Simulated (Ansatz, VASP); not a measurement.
## CdS: VASP beside Ansatz

Contents of INCAR:

```
  PREC = Accurate
  ENCUT = 520
  EDIFF = 1E-7
  ISMEAR = 0
  SIGMA = 0.02
  LREAL = False
  LASPH = True
  NELM = 60
  ALGO = Normal
  ISIF = 2
  LWAVE = False
  LCHARG = True
  GGA = PE
  LELF = True
  LVHAR = True
  NBANDS = 16
```

The input KPOINTS:

```
Automatic mesh
0
Gamma
  8 8 8
```

Contents of POSCAR:

```
CdS
1.0
    0.0000000000      2.9165000000      2.9165000000
    2.9165000000      0.0000000000      2.9165000000
    2.9165000000      2.9165000000      0.0000000000
Cd S
1 1
Direct
    0.0000000000      0.0000000000      0.0000000000
    0.2500000000      0.2500000000      0.2500000000
```

Input for Ansatz:

```yaml
crystal:
  lattice:
    - [0.0, 2.9165, 2.9165]
    - [2.9165, 0.0, 2.9165]
    - [2.9165, 2.9165, 0.0]
  atoms:
    - { symbol: Cd, position: [0.0, 0.0, 0.0] }
    - { symbol: S, position: [0.25, 0.25, 0.25] }
basis:
  ecutwfc: 420
kpoints:
  mp_grid: { grid: [8, 8, 8] }
hamiltonian:
  xc: pbe
scf:
  occupations: { method: gaussian, width: 0.02 }
output:
  forces: true
  stress: true
  eigenvalues: true
  populations: true
```

Alike in both runs: task single point; functional PBE; k mesh 8 × 8 × 8; occupations gaussian, width 0.02 eV; no spin polarisation.

|  | VASP | Ansatz |
| --- | --- | --- |
| version | VASP 6.6.1 | Ansatz 0.2.0 |
| potentials or method | VASP PAW PBE potentials, release 64 (Cd, S), cutoff 520 eV | scalar-relativistic, plane waves, PAW |
| valence electrons in the cell | 18 | 26 |

|  | VASP | Ansatz | Ansatz less VASP |
| --- | --- | --- | --- |
| gap on the k mesh at the Fermi level (eV) | 1.15 | 1.15 | -0.004 |
| least direct gap on the mesh (eV) | 1.15 | 1.15 | -0.004 |
| pressure (GPa) | 3.2 | 2.8 | -0.36 |

With one functional, cell and mesh, what is left measures potentials, basis and numerics. VASP's potentials hold 18 valence electrons a cell and Ansatz's 26, so a difference there can come from the potentials and not from the codes.
